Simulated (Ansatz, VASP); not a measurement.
**Two plane-wave programs on Y**

```
CELL_PARAMETERS angstrom
-2.06215 2.06215 2.06215
2.06215 -2.06215 2.06215
2.06215 2.06215 -2.06215
ATOMIC_POSITIONS crystal
Y 0.00000 0.00000 0.00000
```

Alike in both runs: task single point; functional r2SCAN; k mesh 12 × 12 × 12; occupations fermi-dirac, width 0.1 eV; no spin polarisation.

|  | VASP | Ansatz |
| --- | --- | --- |
| version | VASP 6.6.1 | Ansatz 0.2.0 |
| potentials or method | VASP PAW PBE potentials, release 64 (Y_sv), cutoff 520 eV | plane waves (500 eV) with PAW, scalar-relativistic |
| valence electrons in the cell | 11 | 11 |

Ansatz gave:

* pressure (GPa): -1.4

Task: Estimate VASP's values.

Result: Pressure (GPa): -1.3.

VASP's potentials were made for PBE, not for r2SCAN.
